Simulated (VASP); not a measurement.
# Si (Fd-3m) in VASP: notebook

Si is run at these levels: PBEsol; tasks: single point, relaxation of cell and atoms.

All numbers are computed with VASP 6.6.1; they aren't measurements. Logs are shortened: lines on timing, memory, paths and dates and some standing lists are left out, and cuts for length are marked.

## (1) The cell of the first run

The structure is cubic, space group Fd-3m (No. 227). The conventional cell has a = 5.070 Å, b = 5.070 Å, c = 5.070 Å, α = 90.00°, β = 90.00°, γ = 90.00°. Si (site symmetry -43m) has 4 Si at 2.20 Å within 2.9 Å.

## (2) Single point, PBEsol

Input file INCAR:

```
PREC = Accurate
ENCUT = 500
EDIFF = 1E-6
ISMEAR = 0
SIGMA = 0.01
LREAL = F
LASPH = T
NELM = 120
ALGO = Normal
ISIF = 2
LWAVE = F
LCHARG = F
GGA = PS
NBANDS = 11
GGA_COMPAT = F
```

Input file KPOINTS:

```
Automatic mesh
0
Gamma
  8 8 8
```

Input file POSCAR:

```
Si
1.0
    0.0000000000      2.5348705979      2.5348705979
    2.5348705979      0.0000000000      2.5348705979
    2.5348705979      2.5348705979      0.0000000000
Si
2
Direct
    0.2500000000      0.2500000000      0.2500000000
    0.0000000000      0.0000000000      0.0000000000
```

Potentials or basis: VASP PAW PBE potentials, release 64 (Si).

Started as:

```bash
$ cat potpaw_PBE.64/Si/POTCAR > POTCAR
$ mpirun -np 1 vasp_std > vasp.out
```

OUTCAR:

```text
PREC = Accurate
   ENCUT = 500
   EDIFF = 1E-6
   ISMEAR = 0
   LREAL = F
   LASPH = T
   NELM = 120
   ISIF = 2
   GGA = PS

 ion  position               nearest neighbor table
   1  0.250  0.250  0.250-   2 2.20   2 2.20   2 2.20   2 2.20
   2  0.000  0.000  0.000-   1 2.20   1 2.20   1 2.20   1 2.20

  LATTYP: Found a face centered cubic cell.
 ALAT       =     5.0697411958

  Lattice vectors:

 A1 = (   0.0000000000,   2.5348705979,   2.5348705979)
 A2 = (   2.5348705979,   0.0000000000,   2.5348705979)
 A3 = (   2.5348705979,   2.5348705979,   0.0000000000)

Analysis of symmetry for initial positions (statically):
=====================================================================
 Subroutine PRICEL returns:
 Original cell was already a primitive cell.

 Routine SETGRP: Setting up the symmetry group for a
 face centered cubic supercell.

 Subroutine GETGRP returns: Found 48 space group operations
 (whereof 24 operations were pure point group operations)
 out of a pool of 48 trial point group operations.

The static configuration has the point symmetry T_d .
 The point group associated with its full space group is O_h .

Analysis of symmetry for dynamics (positions and initial velocities):
=====================================================================
 Subroutine PRICEL returns:
 Original cell was already a primitive cell.

 Routine SETGRP: Setting up the symmetry group for a
 face centered cubic supercell.

 Subroutine GETGRP returns: Found 48 space group operations
 (whereof 24 operations were pure point group operations)
 out of a pool of 48 trial point group operations.

The dynamic configuration has the point symmetry T_d .
 The point group associated with its full space group is O_h .

 Subroutine INISYM returns: Found 48 space group operations
 (whereof 24 operations are pure point group operations),
 and found     1 'primitive' translations

----------------------------------------------------------------------------------------

                                     Primitive cell

  volume of cell :      32.5760

  direct lattice vectors                    reciprocal lattice vectors
     0.000000000  2.534870598  2.534870598    -0.197248728  0.197248728  0.197248728
     2.534870598  0.000000000  2.534870598     0.197248728 -0.197248728  0.197248728
     2.534870598  2.534870598  0.000000000     0.197248728  0.197248728 -0.197248728

  length of vectors
     3.584848378  3.584848378  3.584848378     0.341644818  0.341644818  0.341644818

  position of ions in fractional coordinates (direct lattice)
     0.250000000  0.250000000  0.250000000
     0.000000000  0.000000000  0.000000000

  ion indices of the primitive-cell ions
   primitive index   ion index
                 1           1
                 2           2

----------------------------------------------------------------------------------------

 KPOINTS: Automatic mesh

Automatic generation of k-mesh.
 Grid dimensions read from file:
 generate k-points for:    8    8    8

 Generating k-lattice:

  Cartesian coordinates                     Fractional coordinates (reciprocal lattice)
    -0.024656091  0.024656091  0.024656091     0.125000000  0.000000000  0.000000000
     0.024656091 -0.024656091  0.024656091     0.000000000  0.125000000  0.000000000
     0.024656091  0.024656091 -0.024656091     0.000000000  0.000000000  0.125000000

  Length of vectors
     0.042705602  0.042705602  0.042705602

  Shift w.r.t. Gamma in fractional coordinates (k-lattice)
     0.000000000  0.000000000  0.000000000

 Subroutine IBZKPT returns following result:
 ===========================================

 Found     29 irreducible k-points:

 Following reciprocal coordinates:
            Coordinates               Weight
  0.000000  0.000000  0.000000      1.000000
  0.125000  0.000000  0.000000      8.000000
  0.250000  0.000000  0.000000      8.000000
  0.375000  0.000000  0.000000      8.000000
  0.500000  0.000000  0.000000      4.000000
  0.125000  0.125000  0.000000      6.000000
[... 16 lines left out ...]
  0.500000  0.250000  0.125000     48.000000
 -0.375000  0.250000  0.125000     24.000000
 [... further k-points ...]
   k-points           NKPTS =     29   k-points in BZ     NKDIM =     29   number of bands    NBANDS=     11
   number of dos      NEDOS =    301   number of ions     NIONS =      2
   total plane-waves  NPLWV =  21952
   dimension x,y,z NGX =    28 NGY =   28 NGZ =   28
   dimension x,y,z NGXF=    56 NGYF=   56 NGZF=   56
   ions per type =               2
   NGX,Y,Z   is equivalent  to a cutoff of  12.98, 12.98, 12.98 a.u.
   NGXF,Y,Z  is equivalent  to a cutoff of  25.97, 25.97, 25.97 a.u.
 SYSTEM =  unknown system
   PREC   = accura    normal or accurate (medium, high low for compatibility)
   ISTART =      0    job   : 0-new  1-cont  2-samecut
   ICHARG =      2    charge: 1-file 2-atom 10-const
   ISPIN  =      1    spin polarized calculation?
   LNONCOLLINEAR =      F non collinear calculations
   LSORBIT =      F    spin-orbit coupling
   LASPH  =      T    aspherical Exc in radial PAW
   ENCUT  =  500.0 eV  36.75 Ry    6.06 a.u.   6.54  6.54  6.54*2*pi/ulx,y,z
   NELM   =    120;   NELMIN=  2; NELMDL= -5     # of ELM steps
   EDIFF  = 0.1E-05   stopping-criterion for ELM
   LREAL  =      F    real-space projection
   EDIFFG = 0.1E-04   stopping-criterion for IOM
   NSW    =      0    number of steps for IOM
   IBRION =     -1    ionic relax: 0-MD 1-quasi-New 2-CG
   NFREE  =      0    steps in history (QN), initial steepest desc. (CG)
   ISIF   =      2    stress and relaxation
   ISYM   =      2    0-nonsym 1-usesym 2-fastsym
   POTIM  = 0.5000    time-step for ionic-motion
   TEBEG  =    0.0;   TEEND  =   0.0 temperature during run
   PSTRESS=    0.0 pullay stress
   NELECT =       8.0000    total number of electrons
   NUPDOWN=      -1.0000    fix difference up-down
   EMIN   =  10.00;   EMAX   =-10.00  energy-range for DOS
   EFERMI =   0.00;   METHOD = LEGACY
   ISMEAR =     0;   SIGMA  =   0.01  broadening in eV -4-tet -1-fermi 0-gaus
   EFERMI_NEDOS =   21; number of points for ismear=-14 and -15
   IALGO  =     38    algorithm
   IMIX   =      4    mixing-type and parameters
     AMIX     =   0.40;   BMIX     =  1.00
     AMIX_MAG =   1.60;   BMIX_MAG =  1.00
  volume/ion in A,a.u.               =      16.29       109.92
  Fermi-wavevector in a.u.,A,eV,Ry     =   1.025193  1.937334 14.300009  1.051021
  Thomas-Fermi vector in A             =   2.159020
   LORBIT       =      0    0 simple, 1 ext, 2 COOP (PROOUT), +10 PAW based schemes
   GGA     = PS    functional components
   LHFCALC =     F    Hartree Fock is set to
   AEXX    =    0.0000 exact exchange contribution
   IVDW    =     0    specifies the selected vdW correction
   LEPSILON=     F    determine dielectric tensor
   LRPA    =     F    only Hartree local field effects (RPA)
 non-spin polarized calculation
 Gauss-broadening in eV      SIGMA  =   0.01
  energy-cutoff  :      500.00
  volume of cell :       32.58
 maximum number of plane-waves:       869
 NGX is ok and might be reduce to    28
   NGX = 13   NGY = 13   NGZ = 13

 number of electron       8.0000000 magnetization

 Free energy of the ion-electron system (eV)
  ---------------------------------------------------
  ext. energy  EPLUGINS =         0.00000000
  ---------------------------------------------------
  free energy    TOTEN  =       -10.89020891 eV

  energy without entropy =      -10.89020891  energy(sigma->0) =      -10.89020891

 E-fermi :   8.1414     XC(G=0): -10.3647

 val. band max:        8.0902848731   @ k =   0.0000   0.0000   0.0000
 cond. band min:       8.1893443131   @ k =   0.5000   0.5000   0.0000
 fundamental gap:      0.0990594400
 Fermi energy:         8.1413981742

 k-point     1 :       0.0000    0.0000    0.0000
  band No.  band energies     occupation
      1      -5.4583      2.00000
      2       8.0903      2.00000
      3       8.0903      2.00000
      4       8.0903      2.00000
      5      10.6601      0.00000
      6      10.6601      0.00000
      7      10.6601      0.00000
      8      13.9136      0.00000
      9      15.8519      0.00000
     10      15.8519      0.00000
     11      16.7155      0.00000

 k-point     2 :       0.1250    0.0000    0.0000
  band No.  band energies     occupation
      1      -5.2148      2.00000
      2       6.3348      2.00000
      3       7.7320      2.00000
      4       7.7320      2.00000
      5      10.9648      0.00000
      6      11.1827      0.00000
      7      11.1827      0.00000
      8      14.9114      0.00000
      9      15.2584      0.00000
     10      15.2584      0.00000
     11      17.6218      0.00000

 k-point     3 :       0.2500    0.0000    0.0000
  band No.  band energies     occupation
      1      -4.4988      2.00000
      2       3.6599      2.00000
      3       7.1862      2.00000
      4       7.1862      2.00000
      5      10.7060      0.00000
      6      11.6667      0.00000
      7      11.6667      0.00000
      8      15.2877      0.00000
      9      15.2877      0.00000
     10      16.4584      0.00000
     11      17.9551      0.00000

 k-point     4 :       0.3750    0.0000    0.0000
  band No.  band energies     occupation
      1      -3.3936      2.00000
      2       1.2632      2.00000
      3       6.8260      2.00000
      4       6.8260      2.00000
      5      10.4007      0.00000
      6      11.3849      0.00000
      7      11.3849      0.00000
      8      16.1063      0.00000
      9      17.0448      0.00000
     10      17.0448      0.00000
     11      19.7515      0.00000
[... 239 lines left out ...]
 k-point    22 :       0.3750    0.2500    0.1250
  band No.  band energies     occupation
      1      -3.8644      2.00000
      2       3.5321      2.00000
      3       4.7135      2.00000
      4       6.3833      2.00000
      5      10.4897      0.00000
      6      11.8863      0.00000
      7      12.6897      0.00000
      8      14.1482      0.00000
      9      16.5218      0.00000
     10      20.0873      0.00000
     11      20.3314      0.00000

 k-point    23 :       0.5000    0.2500    0.1250
  band No.  band energies     occupation
      1      -2.7687      2.00000
      2       1.6099      2.00000
      3       4.0984      2.00000
      4       5.7115      2.00000
      5      10.8694      0.00000
      6      11.7685      0.00000
      7      13.3758      0.00000
      8      14.6261      0.00000
      9      17.9391      0.00000
     10      18.8409      0.00000
     11      20.9793      0.00000

 k-point    24 :      -0.3750    0.2500    0.1250
  band No.  band energies     occupation
      1      -1.8958      2.00000
      2       0.3640      2.00000
      3       4.0085      2.00000
      4       5.4004      2.00000
      5      10.9303      0.00000
      6      11.4324      0.00000
      7      14.4454      0.00000
      8      15.8467      0.00000
      9      16.2723      0.00000
     10      19.2665      0.00000
     11      21.3088      0.00000

 [... further k-points ...]
[... 5 lines left out ...]
  --------------------------------------------------------------------------------------
  -------------------------------------------------------------------------------------
  Total        6.1411958      6.1411958      6.1411958      0.0000000      0.0000000      0.0000000
  in kB      302.0411738    302.0411738    302.0411738      0.0000000      0.0000000      0.0000000
  external PRESSURE =     302.0411738 kB  Pullay stress =       0.0000000 kB

 VOLUME and BASIS-vectors are now :
 -----------------------------------------------------------------------------
  energy-cutoff  :      500.00
  volume of cell :       32.58
      direct lattice vectors                 reciprocal lattice vectors
     0.000000000  2.534870598  2.534870598    -0.197248728  0.197248728  0.197248728
     2.534870598  0.000000000  2.534870598     0.197248728 -0.197248728  0.197248728
     2.534870598  2.534870598  0.000000000     0.197248728  0.197248728 -0.197248728

 POSITION                                       TOTAL-FORCE (eV/Angst)
 -----------------------------------------------------------------------------------
      1.26744      1.26744      1.26744        -0.000000     -0.000000      0.000000
      0.00000      0.00000      0.00000         0.000000      0.000000     -0.000000
 -----------------------------------------------------------------------------------
    total drift:                                0.000000      0.000000     -0.000000

  FREE ENERGIE OF THE ION-ELECTRON SYSTEM (eV)
  ---------------------------------------------------
  free  energy   TOTEN  =       -10.8902089069 eV

  energy  without entropy=      -10.8902089069  energy(sigma->0) =      -10.89020891
```

Wall time 7.6 s (1 thread of Intel Xeon Platinum 8375C at 2.90GHz (Ice Lake), shared host); peak memory 0.14 GiB.

Results:

- Free energy: -10.8902 eV
- Pressure: 30.2 GPa
- Band gap on the k mesh: 0.10 eV, indirect (least direct gap 2.57 eV)

Levels at points of the mesh, in eV from the valence-band top:
| k point | band 1 | band 2 | band 3 | band 4 | band 5 | band 6 | band 7 | band 8 |
| --- | --- | --- | --- | --- | --- | --- | --- | --- |
| (0.00, 0.00, 0.00) | -13.55 | 0.00 | 0.00 | 0.00 | 2.57 | 2.57 | 2.57 | 5.82 |
| (0.50, 0.00, 0.00) | -10.62 | -8.13 | -1.38 | -1.38 | 2.20 | 3.10 | 3.10 | 7.74 |
| (0.50, 0.50, 0.00) | -8.59 | -8.59 | -3.46 | -3.46 | 0.10 | 0.10 | 11.61 | 11.61 |

Caveat: the PAW data sets were made with another functional, which shifts forces and pressure a little. A k mesh can miss the band edges.

## (3) Relaxation of cell and atoms, PBEsol, target pressure 30 GPa, at which the enthalpy is minimised

This run uses another cell than the first one, of 20.05 Å³/atom, 1.231 times its volume.

Input file INCAR:

```
PREC = Accurate
ENCUT = 500
EDIFF = 1E-7
ISMEAR = 0
SIGMA = 0.01
LREAL = F
LASPH = T
NELM = 120
ALGO = Normal
ISIF = 3
LWAVE = F
LCHARG = F
GGA = PS
IBRION = 2
NSW = 100
EDIFFG = -0.002
PSTRESS = 300.0
GGA_COMPAT = F
NELMIN = 4
```

Input file KPOINTS:

```
regular mesh
0
Gamma
  8 8 8
```

Input file POSCAR:

```
Si
1.0
    0.0000000000      2.7167865916      2.7167865916
    2.7167865916      0.0000000000      2.7167865916
    2.7167865916      2.7167865916      0.0000000000
Si
2
Direct
    0.2500000000      0.2500000000      0.2500000000
    0.0000000000      0.0000000000      0.0000000000
```

Potentials or basis: VASP PAW PBE potentials, release 64 (Si).

Started as:

```bash
$ cat potpaw_PBE.64/Si/POTCAR > POTCAR
$ mpirun -np 1 vasp_std > vasp.out
```

Run time: 24 s. Hardware: 1 thread of Intel Xeon Platinum 8375C at 2.90GHz (Ice Lake), shared host; peak memory 0.15 GiB.

The run converged. Its results:

```yaml
Free_energy: -10.8964 eV
Relaxed_volume: 16.30 Å³/atom
Relaxed_cell: a = 3.586 Å, b = 3.586 Å, c = 3.586 Å, α = 60.00°, β = 60.00°, γ = 60.00°
Space_group_after_relaxing_to_0.05_Å: Fd-3m (No. 227)
Energy_change_on_relaxing_the_enthalpy_is_what_falls: +296.4 meV/atom
Ionic_steps: 5
Pressure_after_relaxing: 30.0 GPa
Band_gap_on_the_k_mesh: 0.10 eV, indirect (least direct gap 2.57 eV)
```

The path:
```tsv
step	energy change (eV)	largest force (eV/Å)	pressure (GPa)	volume (Å³)
1	0.0000	0.0000	0.12	40.10
2	6.2301	0.0000	177.62	22.08
3	0.4428	0.0000	24.82	33.48
4	0.5516	0.0000	28.63	32.83
5	0.5927	0.0000	30.01	32.61
```

Final structure:
```
Si
1.0
     0.00000    2.53567    2.53567
     2.53567    0.00000    2.53567
     2.53567    2.53567    0.00000
Si
2
Direct
  0.25000 0.25000 0.25000
  0.00000 0.00000 0.00000
```

Levels at points of the mesh, in eV from the valence-band top:
```csv
k point,band 1,band 2,band 3,band 4,band 5,band 6,band 7,band 8
"(0.00, 0.00, 0.00)",-13.54,0.00,0.00,0.00,2.57,2.57,2.57,5.81
"(0.50, 0.00, 0.00)",-10.61,-8.13,-1.38,-1.38,2.19,3.10,3.10,7.73
"(0.50, 0.50, 0.00)",-8.58,-8.58,-3.45,-3.45,0.10,0.10,11.60,11.60
```

Caveat: the cell is relaxed towards a set pressure, so the enthalpy falls and the energy may rise; the volume moved by over 15 % at a fixed basis, so the end points are rough; the PAW data sets were made with another functional, which shifts forces and pressure a little.

(Continued in part 2 of 2.)
